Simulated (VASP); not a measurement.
# GaN (I-4m2) in VASP: further runs

The runs below take GaN through single point, with PBE.

Program: VASP 6.6.1. These are calculated values, not measurements. Logs are shortened: lines on timing, memory, paths and dates and some standing lists are left out, and cuts for length are marked.

## Step 1: The cell of the first run

The structure is tetragonal, space group I-4m2 (No. 119). Conventional cell: a = 3.107 Å, b = 3.107 Å, c = 4.507 Å, α = 90.00°, β = 90.00°, γ = 90.00°. Within 2.5 Å of Ga (site symmetry -4m2) lie 4 N at 1.92 Å. N (site symmetry -4m2) has 4 Ga at 1.92 Å within 2.5 Å.

## Step 2: Single point, PBE (strain -0.025 along x and y, +0.000 along z)

Input file INCAR:

```
SYSTEM = GaN
PREC = Accurate
ENCUT = 520
EDIFF = 1E-6
ISMEAR = 0
SIGMA = 0.05
LREAL = .FALSE.
LASPH = .TRUE.
NELM = 80
ALGO = Normal
ISIF = 2
LWAVE = .FALSE.
LCHARG = .FALSE.
GGA = PE
NBANDS = 16
```

Input file KPOINTS:

```
regular mesh
0
G
  10 10 10
  0 0 0
```

Input file POSCAR:

```
GaN
1.0
    0.0000000000      2.1971630923      2.2535006075
    2.1971630923      0.0000000000      2.2535006075
    2.1971630923      2.1971630923      0.0000000000
Ga N
1 1
Direct
    0.0000000000      0.0000000000      0.0000000000
    0.7500000000      0.7500000000      0.7500000000
```

Potentials or basis: VASP PAW PBE potentials, release 64 (Ga_d, N).

Started as:

```bash
$ cat potpaw_PBE.64/Ga_d/POTCAR potpaw_PBE.64/N/POTCAR > POTCAR
$ mpirun -np 1 vasp_std > vasp.out
```

OUTCAR:

```text
SYSTEM = GaN
   PREC = Accurate
   ENCUT = 520
   EDIFF = 1E-6
   ISMEAR = 0
   LREAL = .FALSE.
   LASPH = .TRUE.
   NELM = 80
   ISIF = 2
   GGA = PE

 ion  position               nearest neighbor table
   1  0.000  0.000  0.000-   2 1.92   2 1.92   2 1.92   2 1.92
   2  0.750  0.750  0.750-   1 1.92   1 1.92   1 1.92   1 1.92

  LATTYP: Found a body centered tetragonal cell.
 ALAT       =     3.1072578439
 C/A-ratio  =     1.4504754486

  Lattice vectors:

 A1 = (  -2.1971630923,   0.0000000000,   2.2535006075)
 A2 = (   2.1971630923,   0.0000000000,   2.2535006075)
 A3 = (   0.0000000000,   2.1971630923,  -2.2535006075)

Analysis of symmetry for initial positions (statically):
=====================================================================
 Subroutine PRICEL returns:
 Original cell was already a primitive cell.

 Routine SETGRP: Setting up the symmetry group for a
 body centered tetragonal supercell.

 Subroutine GETGRP returns: Found  8 space group operations
 (whereof  8 operations were pure point group operations)
 out of a pool of 16 trial point group operations.

The static configuration has the point symmetry D_2d.

Analysis of symmetry for dynamics (positions and initial velocities):
=====================================================================
 Subroutine PRICEL returns:
 Original cell was already a primitive cell.

 Routine SETGRP: Setting up the symmetry group for a
 body centered tetragonal supercell.

 Subroutine GETGRP returns: Found  8 space group operations
 (whereof  8 operations were pure point group operations)
 out of a pool of 16 trial point group operations.

The dynamic configuration has the point symmetry D_2d.

 Subroutine INISYM returns: Found  8 space group operations
 (whereof  8 operations are pure point group operations),
 and found     1 'primitive' translations

----------------------------------------------------------------------------------------

                                     Primitive cell

  volume of cell :      21.7577

  direct lattice vectors                    reciprocal lattice vectors
     0.000000000  2.197163092  2.253500607    -0.227566175  0.227566175  0.221877020
     2.197163092  0.000000000  2.253500607     0.227566175 -0.227566175  0.221877020
     2.197163092  2.197163092  0.000000000     0.227566175  0.227566175 -0.221877020

  length of vectors
     3.147346603  3.147346603  3.107257844     0.390899143  0.390899143  0.390899143

  position of ions in fractional coordinates (direct lattice)
     0.000000000  0.000000000  0.000000000
     0.750000000  0.750000000  0.750000000

  ion indices of the primitive-cell ions
   primitive index   ion index
                 1           1
                 2           2

----------------------------------------------------------------------------------------

 KPOINTS: regular mesh

Automatic generation of k-mesh.
 Grid dimensions read from file:
 generate k-points for:   10   10   10

 Generating k-lattice:

  Cartesian coordinates                     Fractional coordinates (reciprocal lattice)
    -0.022756617  0.022756617  0.022187702     0.100000000 -0.000000000  0.000000000
     0.022756617 -0.022756617  0.022187702    -0.000000000  0.100000000  0.000000000
     0.022756617  0.022756617 -0.022187702     0.000000000  0.000000000  0.100000000

  Length of vectors
     0.039089914  0.039089914  0.039089914

  Shift w.r.t. Gamma in fractional coordinates (k-lattice)
     0.000000000  0.000000000  0.000000000

 Subroutine IBZKPT returns following result:
 ===========================================

 Found    102 irreducible k-points:

 Following reciprocal coordinates:
            Coordinates               Weight
  0.000000  0.000000  0.000000      1.000000
  0.100000 -0.000000  0.000000      8.000000
  0.200000 -0.000000  0.000000      8.000000
  0.300000 -0.000000  0.000000      8.000000
  0.400000 -0.000000  0.000000      8.000000
  0.500000 -0.000000  0.000000      4.000000
[... 16 lines left out ...]
  0.300000  0.300000  0.000000      2.000000
  0.400000  0.300000  0.000000      8.000000
 [... further k-points ...]
   k-points           NKPTS =    102   k-points in BZ     NKDIM =    102   number of bands    NBANDS=     16
   number of dos      NEDOS =    301   number of ions     NIONS =      2
   total plane-waves  NPLWV =  13824
   dimension x,y,z NGX =    24 NGY =   24 NGZ =   24
   dimension x,y,z NGXF=    48 NGYF=   48 NGZF=   48
   ions per type =               1   1
   NGX,Y,Z   is equivalent  to a cutoff of  12.68, 12.68, 12.84 a.u.
   NGXF,Y,Z  is equivalent  to a cutoff of  25.35, 25.35, 25.68 a.u.
 SYSTEM =  GaN
   PREC   = accura    normal or accurate (medium, high low for compatibility)
   ISTART =      0    job   : 0-new  1-cont  2-samecut
   ICHARG =      2    charge: 1-file 2-atom 10-const
   ISPIN  =      1    spin polarized calculation?
   LNONCOLLINEAR =      F non collinear calculations
   LSORBIT =      F    spin-orbit coupling
   LASPH  =      T    aspherical Exc in radial PAW
   ENCUT  =  520.0 eV  38.22 Ry    6.18 a.u.   5.85  5.85  5.78*2*pi/ulx,y,z
   NELM   =     80;   NELMIN=  2; NELMDL= -5     # of ELM steps
   EDIFF  = 0.1E-05   stopping-criterion for ELM
   LREAL  =      F    real-space projection
   EDIFFG = 0.1E-04   stopping-criterion for IOM
   NSW    =      0    number of steps for IOM
   IBRION =     -1    ionic relax: 0-MD 1-quasi-New 2-CG
   NFREE  =      0    steps in history (QN), initial steepest desc. (CG)
   ISIF   =      2    stress and relaxation
   ISYM   =      2    0-nonsym 1-usesym 2-fastsym
   POTIM  = 0.5000    time-step for ionic-motion
   TEBEG  =    0.0;   TEEND  =   0.0 temperature during run
   PSTRESS=    0.0 pullay stress
   NELECT =      18.0000    total number of electrons
   NUPDOWN=      -1.0000    fix difference up-down
   EMIN   =  10.00;   EMAX   =-10.00  energy-range for DOS
   EFERMI =   0.00;   METHOD = LEGACY
   ISMEAR =     0;   SIGMA  =   0.05  broadening in eV -4-tet -1-fermi 0-gaus
   EFERMI_NEDOS =   21; number of points for ismear=-14 and -15
   IALGO  =     38    algorithm
   IMIX   =      4    mixing-type and parameters
     AMIX     =   0.40;   BMIX     =  1.00
     AMIX_MAG =   1.60;   BMIX_MAG =  1.00
  volume/ion in A,a.u.               =      10.88        73.41
  Fermi-wavevector in a.u.,A,eV,Ry     =   1.536839  2.904204 32.135229  2.361873
  Thomas-Fermi vector in A             =   2.643431
   LORBIT       =      0    0 simple, 1 ext, 2 COOP (PROOUT), +10 PAW based schemes
   GGA     = PE    functional components
   LHFCALC =     F    Hartree Fock is set to
   AEXX    =    0.0000 exact exchange contribution
   IVDW    =     0    specifies the selected vdW correction
   LEPSILON=     F    determine dielectric tensor
   LRPA    =     F    only Hartree local field effects (RPA)
 non-spin polarized calculation
 Gauss-broadening in eV      SIGMA  =   0.05
  energy-cutoff  :      520.00
  volume of cell :       21.76
 maximum number of plane-waves:       604
   NGX = 11   NGY = 11   NGZ = 11

 number of electron      18.0000009 magnetization

 Free energy of the ion-electron system (eV)
  ---------------------------------------------------
  ext. energy  EPLUGINS =         0.00000000
  ---------------------------------------------------
  free energy    TOTEN  =       -12.06666416 eV

  energy without entropy =      -12.06666416  energy(sigma->0) =      -12.06666416

 E-fermi :   6.1942     XC(G=0): -11.9412

 val. band max:        5.8898816337   @ k =   0.0000   0.0000   0.0000
 cond. band min:       7.8980325074   @ k =   0.0000   0.0000   0.0000
 fundamental gap:      2.0081508737
 Fermi energy:         6.1942000995

 k-point     1 :       0.0000    0.0000    0.0000
  band No.  band energies     occupation
      1     -10.5312      2.00000
      2      -7.6675      2.00000
      3      -7.6372      2.00000
      4      -7.6372      2.00000
      5      -7.2750      2.00000
      6      -7.2720      2.00000
[... 8 lines left out ...]
     15      24.5250      0.00000
     16      25.3907      0.00000

 k-point     2 :       0.1000   -0.0000    0.0000
  band No.  band energies     occupation
      1     -10.4095      2.00000
      2      -7.6467      2.00000
      3      -7.6215      2.00000
      4      -7.6070      2.00000
      5      -7.2757      2.00000
      6      -7.2744      2.00000
[... 8 lines left out ...]
     15      24.0291      0.00000
     16      24.0416      0.00000

 k-point     3 :       0.2000   -0.0000    0.0000
  band No.  band energies     occupation
      1     -10.0964      2.00000
      2      -7.6061      2.00000
      3      -7.5848      2.00000
      4      -7.4587      2.00000
      5      -7.2755      2.00000
      6      -7.2716      2.00000
[... 8 lines left out ...]
     15      23.0625      0.00000
     16      23.1495      0.00000

 k-point     4 :       0.3000   -0.0000    0.0000
  band No.  band energies     occupation
      1      -9.7469      2.00000
      2      -7.5735      2.00000
      3      -7.5518      2.00000
      4      -7.2633      2.00000
      5      -7.2547      2.00000
      6      -7.0663      2.00000
[... 8 lines left out ...]
     15      23.5355      0.00000
     16      23.5636      0.00000
[... 324 lines left out ...]
 k-point    22 :      -0.2000    0.2000    0.0000
  band No.  band energies     occupation
      1      -9.6332      2.00000
      2      -7.5562      2.00000
      3      -7.5181      2.00000
      4      -7.3037      2.00000
      5      -7.3028      2.00000
      6      -6.8513      2.00000
[... 8 lines left out ...]
     15      23.9231      0.00000
     16      26.8150      0.00000

 k-point    23 :       0.3000    0.3000    0.0000
  band No.  band energies     occupation
      1      -9.5494      2.00000
      2      -7.4848      2.00000
      3      -7.4205      2.00000
      4      -7.4205      2.00000
      5      -7.2199      2.00000
      6      -6.9284      2.00000
[... 8 lines left out ...]
     15      28.7543      0.00000
     16      29.3335      0.00000

 k-point    24 :       0.4000    0.3000    0.0000
  band No.  band energies     occupation
      1      -9.3947      2.00000
      2      -7.5006      2.00000
      3      -7.3838      2.00000
      4      -7.3806      2.00000
      5      -7.2099      2.00000
      6      -6.4737      2.00000
[... 8 lines left out ...]
     15      29.0573      0.00000
     16      29.1011      0.00000

 [... further k-points ...]
[... 5 lines left out ...]
  --------------------------------------------------------------------------------------
  -------------------------------------------------------------------------------------
  Total        2.3016999      2.3016999      1.8776339      0.0000000      0.0000000     -0.0000000
  in kB      169.4911445    169.4911445    138.2640384      0.0000000      0.0000000     -0.0000000
  external PRESSURE =     159.0821091 kB  Pullay stress =       0.0000000 kB

 VOLUME and BASIS-vectors are now :
 -----------------------------------------------------------------------------
  energy-cutoff  :      520.00
  volume of cell :       21.76
      direct lattice vectors                 reciprocal lattice vectors
     0.000000000  2.197163092  2.253500607    -0.227566175  0.227566175  0.221877020
     2.197163092  0.000000000  2.253500607     0.227566175 -0.227566175  0.221877020
     2.197163092  2.197163092  0.000000000     0.227566175  0.227566175 -0.221877020

 POSITION                                       TOTAL-FORCE (eV/Angst)
 -----------------------------------------------------------------------------------
      0.00000      0.00000      0.00000        -0.000000     -0.000000      0.000000
      3.29574      3.29574      3.38025         0.000000      0.000000     -0.000000
 -----------------------------------------------------------------------------------
    total drift:                               -0.000001     -0.000001     -0.000003

  FREE ENERGIE OF THE ION-ELECTRON SYSTEM (eV)
  ---------------------------------------------------
  free  energy   TOTEN  =       -12.0666641605 eV

  energy  without entropy=      -12.0666641605  energy(sigma->0) =      -12.06666416
```

Run time: 18 s. Hardware: 1 thread of AMD EPYC 9R45 (Zen 5), shared host; peak memory 0.13 GiB.

Results:

```
Free energy            : -12.0667 eV
Pressure               : 15.9 GPa
Band gap on the k mesh : 2.01 eV, direct
```

Caveat: the cell differs from its parent crystal (strain -0.025 along x and y, +0.000 along z).

## Step 3: Single point, PBE (strain +0.000 along x and y, -0.025 along z)

Input file INCAR:

```
SYSTEM = GaN
PREC = Accurate ; ENCUT = 520
EDIFF = 1E-7 ; ISMEAR = 0
SIGMA = 0.05 ; LREAL = .False.
LASPH = .True. ; NELM = 100
ALGO = Normal ; ISIF = 2
LWAVE = .False. ; LCHARG = .False.
GGA = PE ; NBANDS = 16
```

Input file KPOINTS:

```
Automatic mesh
0
Gamma
  10 10 10
  0 0 0
```

Input file POSCAR:

```
GaN
1.0
    0.0000000000      2.2535006075      2.1971630923
    2.2535006075      0.0000000000      2.1971630923
    2.2535006075      2.2535006075      0.0000000000
Ga N
1 1
Direct
    0.0000000000      0.0000000000      0.0000000000
    0.7500000000      0.7500000000      0.7500000000
```

Potentials or basis: VASP PAW PBE potentials, release 64 (Ga_d, N).

Started as:

```bash
$ cat potpaw_PBE.64/Ga_d/POTCAR potpaw_PBE.64/N/POTCAR > POTCAR
$ mpirun -np 1 vasp_std > vasp.out
```

Wall time 19 s (1 thread of AMD EPYC 9R45 (Zen 5), shared host); peak memory 0.13 GiB.

The run converged. Its results:

```
Free energy            : -12.1124 eV
Pressure               : 10.2 GPa
Band gap on the k mesh : 1.81 eV, direct
```

Stress tensor (GPa, compression positive):
```
 9.22  0.00  0.00
 0.00  9.22  0.00
 0.00  0.00 12.03
```

Levels at points of the mesh, in eV from the valence-band top:
```csv
k point,band 5,band 6,band 7,band 8,band 9,band 10,band 11,band 12,band 13,band 14
"(0.00, 0.00, 0.00)",-13.20,-13.19,-0.11,-0.11,0.00,1.81,10.34,10.41,10.41,17.87
"(0.50, 0.00, 0.00)",-13.14,-11.95,-7.28,-1.17,-0.98,4.72,8.78,10.23,10.64,15.76
"(0.50, 0.50, 0.00)",-13.11,-11.44,-6.11,-2.99,-2.99,3.18,6.46,12.06,14.06,14.06
"(0.50, 0.00, 0.50)",-13.12,-11.58,-6.39,-2.80,-2.79,3.34,6.88,11.69,13.90,14.50
```

Caveat: the cell differs from its parent crystal (strain +0.000 along x and y, -0.025 along z).

## Step 4: Single point, PBE (strain -0.025 along x and y, +0.050 along z)

Input file INCAR:

```
SYSTEM = GaN
  ALGO = Normal
  EDIFF = 1E-6
  ENCUT = 520
  GGA = PE
  ISIF = 2
  ISMEAR = 0
  LASPH = .True.
  LCHARG = .False.
  LREAL = .False.
  LWAVE = .False.
  NBANDS = 16
  NELM = 100
  PREC = Accurate
  SIGMA = 0.05
```

Input file KPOINTS:

```
k-points
0
Gamma
  10 10 10
  0 0 0
```

Input file POSCAR:

```
GaN
1.0
    0.0000000000      2.1971630923      2.3661756379
    2.1971630923      0.0000000000      2.3661756379
    2.1971630923      2.1971630923      0.0000000000
Ga N
1 1
Direct
    0.0000000000      0.0000000000      0.0000000000
    0.7500000000      0.7500000000      0.7500000000
```

Started as:

```bash
$ cat potpaw_PBE.64/Ga_d/POTCAR potpaw_PBE.64/N/POTCAR > POTCAR
$ mpirun -np 1 vasp_std > vasp.out
```

Wall time 18 s (1 thread of AMD EPYC 9R45 (Zen 5), shared host); peak memory 0.13 GiB.

Results (log left out):

```
Free energy            : -12.1064 eV
Pressure               : 5.1 GPa
Band gap on the k mesh : 1.58 eV, direct
```

Stress tensor (GPa, compression positive):
```
 8.64  0.00  0.00
 0.00  8.64  0.00
 0.00  0.00 -2.01
```

Levels at points of the mesh, in eV from the valence-band top:
```
           k point  band 5  band 6  band 7  band 8  band 9  band 10  band 11  band 12  band 13  band 14
(0.00, 0.00, 0.00)  -13.27  -13.27   -0.39    0.00    0.00     1.58    10.15    10.15    10.35    17.26
(0.50, 0.00, 0.00)  -13.20  -12.02   -7.16   -1.39   -0.80     4.37     8.61     9.91    10.82    15.41
(0.50, 0.50, 0.00)  -13.21  -11.85   -6.79   -2.44   -2.44     3.59     7.29    10.94    14.09    14.09
(0.50, 0.00, 0.50)  -13.18  -11.46   -5.97   -3.00   -2.99     3.08     6.16    11.89    12.83    14.57
```

Caveat: the cell differs from its parent crystal (strain -0.025 along x and y, +0.050 along z).

## Step 5: The runs side by side

| cell | gap on the mesh (eV) | pressure (GPa) |
| --- | --- | --- |
| a = 3.147, b = 3.147, c = 3.107 Å, angles 60.4, 60.4, 59.2°, 2 atoms | 2.01 | 15.9 |
| a = 3.147, b = 3.147, c = 3.187 Å, angles 59.6, 59.6, 60.8°, 2 atoms | 1.81 | 10.2 |
| a = 3.229, b = 3.229, c = 3.107 Å, angles 61.2, 61.2, 57.5°, 2 atoms | 1.58 | 5.1 |

Alike in all rows: task single point; level PBE; potentials or basis VASP PAW PBE potentials, release 64 (Ga_d, N); no spin polarisation; k mesh 10 × 10 × 10; cutoff (eV) 520; smearing gaussian 0.05 eV.

Total energies depend on the potentials used, so only differences within one code and one set of settings carry meaning.
